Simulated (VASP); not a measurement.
# Ge in VASP: notebook

Runs on Ge. Level: r2SCAN. Tasks: single point.

Everything below comes from runs of VASP 6.6.1. Logs are shortened: lines on timing, memory, paths and dates and some standing lists are left out, and cuts for length are marked.

**1. The cell of the first run**

The structure is cubic, space group Fd-3m (No. 227). The conventional cell has a = 5.940 Å, b = 5.940 Å, c = 5.940 Å, α = 90.00°, β = 90.00°, γ = 90.00°. Within 3.4 Å of Ge (site symmetry -43m) lie 4 Ge at 2.57 Å.

**2. Single point, r2SCAN (strain +0.050 along x and y, +0.050 along z)**

File POSCAR:

```
Ge
1.0
    0.0000000000      2.9702085000      2.9702085000
    2.9702085000      0.0000000000      2.9702085000
    2.9702085000      2.9702085000      0.0000000000
Ge
2
Direct
    0.5000000000      0.5000000000      0.5000000000
    0.7500000000      0.7500000000      0.7500000000
```

File INCAR.step1:

```
SYSTEM = Ge
ALGO = Normal
EDIFF = 1E-4
ENCUT = 520
GGA = PE
ISMEAR = 0
LASPH = .True.
LCHARG = .False.
LREAL = .False.
LWAVE = .True.
NBANDS = 21
NELM = 60
PREC = Accurate
SIGMA = 0.05
```

File INCAR.step2:

```
SYSTEM = Ge
ALGO = Normal
EDIFF = 1E-6
ENCUT = 520
ISIF = 2
ISMEAR = 0
ISTART = 1
LASPH = .True.
LCHARG = .False.
LMIXTAU = .True.
LREAL = .False.
LWAVE = .False.
METAGGA = R2SCAN
NBANDS = 21
NELM = 60
PREC = Accurate
SIGMA = 0.05
```

File KPOINTS:

```
k-points
0
Gamma
  10 10 10
  0 0 0
```

Potentials or basis: VASP PAW PBE potentials, release 64 (Ge_d).

Launch:

```
$ cat potpaw_PBE.64/Ge_d/POTCAR > POTCAR
$ cp INCAR.step1 INCAR
$ mpirun -np 1 vasp_std > vasp.out
$ cp INCAR.step2 INCAR
$ mpirun -np 1 vasp_std > vasp.out
```

OUTCAR:

```text
SYSTEM = Ge
   EDIFF = 1E-6
   ENCUT = 520
   ISIF = 2
   ISMEAR = 0
   ISTART = 1
   LASPH = .True.
   LREAL = .False.
   METAGGA = R2SCAN
   NELM = 60
   PREC = Accurate

 ion  position               nearest neighbor table
   1  0.500  0.500  0.500-   2 2.57   2 2.57   2 2.57   2 2.57
   2  0.750  0.750  0.750-   1 2.57   1 2.57   1 2.57   1 2.57

  LATTYP: Found a face centered cubic cell.
 ALAT       =     5.9404170000

  Lattice vectors:

 A1 = (   0.0000000000,   2.9702085000,   2.9702085000)
 A2 = (   2.9702085000,   0.0000000000,   2.9702085000)
 A3 = (   2.9702085000,   2.9702085000,   0.0000000000)

Analysis of symmetry for initial positions (statically):
=====================================================================
 Subroutine PRICEL returns:
 Original cell was already a primitive cell.

 Routine SETGRP: Setting up the symmetry group for a
 face centered cubic supercell.

 Subroutine GETGRP returns: Found 48 space group operations
 (whereof 24 operations were pure point group operations)
 out of a pool of 48 trial point group operations.

The static configuration has the point symmetry T_d .
 The point group associated with its full space group is O_h .

Analysis of symmetry for dynamics (positions and initial velocities):
=====================================================================
 Subroutine PRICEL returns:
 Original cell was already a primitive cell.

 Routine SETGRP: Setting up the symmetry group for a
 face centered cubic supercell.

 Subroutine GETGRP returns: Found 48 space group operations
 (whereof 24 operations were pure point group operations)
 out of a pool of 48 trial point group operations.

The dynamic configuration has the point symmetry T_d .
 The point group associated with its full space group is O_h .

 Subroutine INISYM returns: Found 48 space group operations
 (whereof 24 operations are pure point group operations),
 and found     1 'primitive' translations

----------------------------------------------------------------------------------------

                                     Primitive cell

  volume of cell :      52.4072

  direct lattice vectors                    reciprocal lattice vectors
     0.000000000  2.970208500  2.970208500    -0.168338351  0.168338351  0.168338351
     2.970208500  0.000000000  2.970208500     0.168338351 -0.168338351  0.168338351
     2.970208500  2.970208500  0.000000000     0.168338351  0.168338351 -0.168338351

  length of vectors
     4.200509144  4.200509144  4.200509144     0.291570576  0.291570576  0.291570576

  position of ions in fractional coordinates (direct lattice)
     0.500000000  0.500000000  0.500000000
     0.750000000  0.750000000  0.750000000

  ion indices of the primitive-cell ions
   primitive index   ion index
                 1           1
                 2           2

----------------------------------------------------------------------------------------

 KPOINTS: k-points

Automatic generation of k-mesh.
 Grid dimensions read from file:
 generate k-points for:   10   10   10

 Generating k-lattice:

  Cartesian coordinates                     Fractional coordinates (reciprocal lattice)
    -0.016833835  0.016833835  0.016833835     0.100000000  0.000000000  0.000000000
     0.016833835 -0.016833835  0.016833835     0.000000000  0.100000000  0.000000000
     0.016833835  0.016833835 -0.016833835     0.000000000  0.000000000  0.100000000

  Length of vectors
     0.029157058  0.029157058  0.029157058

  Shift w.r.t. Gamma in fractional coordinates (k-lattice)
     0.000000000  0.000000000  0.000000000

 Subroutine IBZKPT returns following result:
 ===========================================

 Found     47 irreducible k-points:

 Following reciprocal coordinates:
            Coordinates               Weight
  0.000000  0.000000  0.000000      1.000000
  0.100000  0.000000  0.000000      8.000000
  0.200000  0.000000  0.000000      8.000000
  0.300000  0.000000  0.000000      8.000000
  0.400000  0.000000  0.000000      8.000000
  0.500000  0.000000  0.000000      4.000000
[... 16 lines left out ...]
  0.300000  0.300000  0.000000      6.000000
  0.400000  0.300000  0.000000     24.000000
 [... further k-points ...]
   k-points           NKPTS =     47   k-points in BZ     NKDIM =     47   number of bands    NBANDS=     21
   number of dos      NEDOS =    301   number of ions     NIONS =      2
   total plane-waves  NPLWV =  32768
   dimension x,y,z NGX =    32 NGY =   32 NGZ =   32
   dimension x,y,z NGXF=    64 NGYF=   64 NGZF=   64
   ions per type =               2
   NGX,Y,Z   is equivalent  to a cutoff of  12.66, 12.66, 12.66 a.u.
   NGXF,Y,Z  is equivalent  to a cutoff of  25.33, 25.33, 25.33 a.u.
 SYSTEM =  Ge
   PREC   = accura    normal or accurate (medium, high low for compatibility)
   ISTART =      1    job   : 0-new  1-cont  2-samecut
   ICHARG =      0    charge: 1-file 2-atom 10-const
   ISPIN  =      1    spin polarized calculation?
   LNONCOLLINEAR =      F non collinear calculations
   LSORBIT =      F    spin-orbit coupling
   LASPH  =      T    aspherical Exc in radial PAW
   ENCUT  =  520.0 eV  38.22 Ry    6.18 a.u.   7.81  7.81  7.81*2*pi/ulx,y,z
   NELM   =     60;   NELMIN=  2; NELMDL=  0     # of ELM steps
   EDIFF  = 0.1E-05   stopping-criterion for ELM
   LREAL  =      F    real-space projection
   EDIFFG = 0.1E-04   stopping-criterion for IOM
   NSW    =      0    number of steps for IOM
   IBRION =     -1    ionic relax: 0-MD 1-quasi-New 2-CG
   NFREE  =      0    steps in history (QN), initial steepest desc. (CG)
   ISIF   =      2    stress and relaxation
   ISYM   =      2    0-nonsym 1-usesym 2-fastsym
   POTIM  = 0.5000    time-step for ionic-motion
   TEBEG  =    0.0;   TEEND  =   0.0 temperature during run
   PSTRESS=    0.0 pullay stress
   NELECT =      28.0000    total number of electrons
   NUPDOWN=      -1.0000    fix difference up-down
   EMIN   =  10.00;   EMAX   =-10.00  energy-range for DOS
   EFERMI =   0.00;   METHOD = LEGACY
   ISMEAR =     0;   SIGMA  =   0.05  broadening in eV -4-tet -1-fermi 0-gaus
   EFERMI_NEDOS =   21; number of points for ismear=-14 and -15
   IALGO  =     38    algorithm
   IMIX   =      4    mixing-type and parameters
     AMIX     =   0.40;   BMIX     =  1.00
     AMIX_MAG =   1.60;   BMIX_MAG =  1.00
  volume/ion in A,a.u.               =      26.20       176.83
  Fermi-wavevector in a.u.,A,eV,Ry     =   1.328405  2.510322 24.009663  1.764660
  Thomas-Fermi vector in A             =   2.457645
   LORBIT       =      0    0 simple, 1 ext, 2 COOP (PROOUT), +10 PAW based schemes
   METAGGA = R2SCAN    functional components
   LHFCALC =     F    Hartree Fock is set to
   AEXX    =    0.0000 exact exchange contribution
   IVDW    =     0    specifies the selected vdW correction
   LEPSILON=     F    determine dielectric tensor
   LRPA    =     F    only Hartree local field effects (RPA)
 non-spin polarized calculation
 Gauss-broadening in eV      SIGMA  =   0.05
  energy-cutoff  :      520.00
  volume of cell :       52.41
 maximum number of plane-waves:      1423
   NGX = 15   NGY = 15   NGZ = 15

 number of electron      28.0000013 magnetization

 Free energy of the ion-electron system (eV)
  ---------------------------------------------------
  ext. energy  EPLUGINS =         0.00000000
  ---------------------------------------------------
  free energy    TOTEN  =       -27.57877379 eV

  energy without entropy =      -27.57860135  energy(sigma->0) =      -27.57868757

 E-fermi :   3.4496     XC(G=0): -10.0772

 val. band max:        3.2732152621   @ k =   0.1000   0.0000   0.0000
 cond. band min:       3.4693087903   @ k =   0.5000   0.0000   0.0000
 fundamental gap:      0.1960935282
 Fermi energy:         3.4495843575

 k-point     1 :       0.0000    0.0000    0.0000
  band No.  band energies     occupation
      1     -21.8685      2.00000
      2     -21.8685      2.00000
      3     -21.8684      2.00000
      4     -21.8393      2.00000
      5     -21.8393      2.00000
      6     -21.6909      2.00000
[... 13 lines left out ...]
     20      13.0404      0.00000
     21      13.0404      0.00000

 k-point     2 :       0.1000    0.0000    0.0000
  band No.  band energies     occupation
      1     -21.8723      2.00000
      2     -21.8723      2.00000
      3     -21.8673      2.00000
      4     -21.8340      2.00000
      5     -21.8340      2.00000
      6     -21.6973      2.00000
[... 13 lines left out ...]
     20      12.4605      0.00000
     21      12.4605      0.00000

 k-point     3 :       0.2000    0.0000    0.0000
  band No.  band energies     occupation
      1     -21.8786      2.00000
      2     -21.8786      2.00000
      3     -21.8640      2.00000
      4     -21.8241      2.00000
      5     -21.8241      2.00000
      6     -21.7058      2.00000
[... 13 lines left out ...]
     20      12.0040      0.00000
     21      12.0040      0.00000

 k-point     4 :       0.3000    0.0000    0.0000
  band No.  band energies     occupation
      1     -21.8832      2.00000
      2     -21.8832      2.00000
      3     -21.8599      2.00000
      4     -21.8157      2.00000
      5     -21.8157      2.00000
      6     -21.7120      2.00000
[... 13 lines left out ...]
     20      12.3036      0.00000
     21      12.3036      0.00000

 k-point     5 :       0.4000    0.0000    0.0000
  band No.  band energies     occupation
      1     -21.8856      2.00000
      2     -21.8855      2.00000
      3     -21.8565      2.00000
      4     -21.8109      2.00000
      5     -21.8108      2.00000
      6     -21.7151      2.00000
[... 13 lines left out ...]
     20      13.3876      0.00000
     21      13.3876      0.00000
[... 382 lines left out ...]
     20      12.6713      0.00000
     21      14.6693      0.00000

 k-point    22 :      -0.2000    0.2000    0.0000
  band No.  band energies     occupation
      1     -21.8894      2.00000
      2     -21.8890      2.00000
      3     -21.8487      2.00000
      4     -21.8163      2.00000
      5     -21.8007      2.00000
      6     -21.7292      2.00000
[... 13 lines left out ...]
     20      13.2054      0.00000
     21      13.6056      0.00000

 k-point    23 :       0.3000    0.3000    0.0000
  band No.  band energies     occupation
      1     -21.8857      2.00000
      2     -21.8857      2.00000
      3     -21.8662      2.00000
      4     -21.8058      2.00000
      5     -21.7771      2.00000
      6     -21.7678      2.00000
[... 13 lines left out ...]
     20      14.4110      0.00000
     21      14.5286      0.00000

 k-point    24 :       0.4000    0.3000    0.0000
  band No.  band energies     occupation
      1     -21.8927      2.00000
      2     -21.8890      2.00000
      3     -21.8546      2.00000
      4     -21.7951      2.00000
      5     -21.7802      2.00000
      6     -21.7649      2.00000
[... 13 lines left out ...]
     20      14.7640      0.00000
     21      15.1866      0.00000

 [... further k-points ...]

------------------------ aborting loop because EDIFF is reached ----------------------------------------

  FORCE on cell =-STRESS in cart. coord.  units (eV):
  Direction    XX          YY          ZZ          XY          YZ          ZX
  --------------------------------------------------------------------------------------
  -------------------------------------------------------------------------------------
  Total       -2.2870054     -2.2870054     -2.2870054      0.0000000     -0.0000000      0.0000000
  in kB      -69.9176741    -69.9176741    -69.9176741      0.0000000     -0.0000000      0.0000000
  external PRESSURE =     -69.9176741 kB  Pullay stress =       0.0000000 kB

 VOLUME and BASIS-vectors are now :
 -----------------------------------------------------------------------------
  energy-cutoff  :      520.00
  volume of cell :       52.41
      direct lattice vectors                 reciprocal lattice vectors
     0.000000000  2.970208500  2.970208500    -0.168338351  0.168338351  0.168338351
     2.970208500  0.000000000  2.970208500     0.168338351 -0.168338351  0.168338351
     2.970208500  2.970208500  0.000000000     0.168338351  0.168338351 -0.168338351

 POSITION                                       TOTAL-FORCE (eV/Angst)
 -----------------------------------------------------------------------------------
      2.97021      2.97021      2.97021        -0.000000     -0.000000      0.000000
      4.45531      4.45531      4.45531         0.000000      0.000000     -0.000000
 -----------------------------------------------------------------------------------
    total drift:                               -0.000000     -0.000000      0.000000

  FREE ENERGIE OF THE ION-ELECTRON SYSTEM (eV)
  ---------------------------------------------------
  free  energy   TOTEN  =       -27.5787737861 eV

  energy  without entropy=      -27.5786013492  energy(sigma->0) =      -27.57868757
```

It took 70 s on 1 thread of AMD EPYC 9R45 (Zen 5), shared host; peak memory 0.17 GiB.

Results:

```
Free energy            : -27.5788 eV
Pressure               : -7.0 GPa
Band gap on the k mesh : zero (filled and empty bands touch)
```

Caveat: the cell differs from its parent crystal (strain +0.050 along x and y, +0.050 along z); the cell stands under tension; semilocal functionals underestimate gaps, so a narrow gap can read as zero; the PAW data sets were made with another functional, which shifts forces and pressure a little.

**3. Single point, r2SCAN (strain -0.050 along x and y, -0.025 along z)**

File POSCAR:

```
Ge
1.0
    0.0000000000      2.6873315000      2.7580507500
    2.6873315000      0.0000000000      2.7580507500
    2.6873315000      2.6873315000      0.0000000000
Ge
2
Direct
    0.5000000000      0.5000000000      0.5000000000
    0.7500000000      0.7500000000      0.7500000000
```

File INCAR.step1:

```
SYSTEM = Ge
  PREC = Accurate
  ENCUT = 520
  ISMEAR = 0
  SIGMA = 0.05
  LREAL = .FALSE.
  LASPH = .TRUE.
  NELM = 80
  NBANDS = 21
  GGA = PE
  ALGO = Normal
  EDIFF = 1E-4
  LWAVE = .TRUE.
  LCHARG = .FALSE.
```

File INCAR.step2:

```
SYSTEM = Ge
  PREC = Accurate
  ENCUT = 520
  EDIFF = 1E-6
  ISMEAR = 0
  SIGMA = 0.05
  LREAL = .FALSE.
  LASPH = .TRUE.
  NELM = 80
  ALGO = Normal
  ISIF = 2
  LWAVE = .FALSE.
  LCHARG = .FALSE.
  METAGGA = R2SCAN
  LMIXTAU = .TRUE.
  NBANDS = 21
  ISTART = 1
```

File KPOINTS:

```
regular mesh
0
G
  10 10 10
  0 0 0
```

Potentials or basis: VASP PAW PBE potentials, release 64 (Ge_d).

Launch:

```
$ cat potpaw_PBE.64/Ge_d/POTCAR > POTCAR
$ cp INCAR.step1 INCAR
$ mpirun -np 1 vasp_std > vasp.out
$ cp INCAR.step2 INCAR
$ mpirun -np 1 vasp_std > vasp.out
```

Wall time 1.9 min (1 thread of AMD EPYC 9R45 (Zen 5), shared host); peak memory 0.18 GiB.

Results (log left out):

```
Free energy            : -27.5157 eV
Pressure               : 13.6 GPa
Band gap on the k mesh : 0.40 eV (least direct gap 1.60 eV)
```

Stress tensor (GPa, compression positive):
```
14.43  0.00  0.00
 0.00 14.43  0.00
 0.00  0.00 12.03
```

Levels at points of the mesh, in eV from the valence-band top:
```
           k point  band 12  band 13  band 14  band 15  band 16  band 17
(0.00, 0.00, 0.00)    -0.24     0.00     0.00     1.60     2.62     2.62
(0.50, 0.00, 0.00)    -8.65    -1.93    -1.65     0.80     3.88     4.06
(0.50, 0.50, 0.00)    -9.97    -3.67    -3.67     0.87     0.87    11.16
(0.50, 0.00, 0.50)    -9.80    -3.88    -3.88     0.62     0.62    11.11
```

Caveat: the cell differs from its parent crystal (strain -0.050 along x and y, -0.025 along z); the cell stands under pressure; the PAW data sets were made with another functional, which shifts forces and pressure a little. A k mesh can miss the band edges.

**4. Single point, r2SCAN (strain -0.050 along x and y, +0.000 along z)**

File POSCAR:

```
Ge
1.0
    0.0000000000      2.6873315000      2.8287700000
    2.6873315000      0.0000000000      2.8287700000
    2.6873315000      2.6873315000      0.0000000000
Ge
2
Direct
    0.5000000000      0.5000000000      0.5000000000
    0.7500000000      0.7500000000      0.7500000000
```

File INCAR.step1:

```
PREC = Accurate
ENCUT = 520
ISMEAR = 0
SIGMA = 0.05
LREAL = F
LASPH = T
NELM = 60
NBANDS = 21
GGA = PE
ALGO = Normal
EDIFF = 1E-4
LWAVE = T
LCHARG = F
```

File INCAR.step2:

```
PREC = Accurate
ENCUT = 520
EDIFF = 1E-7
ISMEAR = 0
SIGMA = 0.05
LREAL = F
LASPH = T
NELM = 60
ALGO = Normal
ISIF = 2
LWAVE = F
LCHARG = F
METAGGA = R2SCAN
LMIXTAU = T
NBANDS = 21
ISTART = 1
```

File KPOINTS:

```
Automatic mesh
0
Gamma
  10 10 10
```

Launch:

```
$ cat potpaw_PBE.64/Ge_d/POTCAR > POTCAR
$ cp INCAR.step1 INCAR
$ mpirun -np 1 vasp_std > vasp.out
$ cp INCAR.step2 INCAR
$ mpirun -np 1 vasp_std > vasp.out
```

Run time: 2.4 min. Hardware: 1 thread of AMD EPYC 9R45 (Zen 5), shared host; peak memory 0.18 GiB.

It converged, with:

```yaml
Free_energy: -27.5771 eV
Pressure: 10.4 GPa
Band_gap_on_the_k_mesh: 0.28 eV (least direct gap 1.24 eV)
```

Stress tensor (GPa, compression positive):
```
12.08  0.00  0.00
 0.00 12.08  0.00
 0.00  0.00  7.13
```

Levels at points of the mesh, in eV from the valence-band top:
```
           k point  band 11  band 12  band 13  band 14  band 15  band 16  band 17  band 18
(0.00, 0.00, 0.00)   -14.32    -0.48     0.00     0.00     1.24     2.50     2.50     2.78
(0.50, 0.00, 0.00)   -11.85    -8.58    -2.09    -1.54     0.57     3.77     4.07     7.59
(0.50, 0.50, 0.00)   -10.02   -10.02    -3.50    -3.50     1.00     1.00    10.83    10.83
(0.50, 0.00, 0.50)    -9.71    -9.71    -3.91    -3.91     0.51     0.51    10.64    10.64
```

Caveat: the cell differs from its parent crystal (strain -0.050 along x and y, +0.000 along z); the cell stands under pressure; the PAW data sets were made with another functional, which shifts forces and pressure a little. A k mesh can miss the band edges.

[end of part 1 of 2]
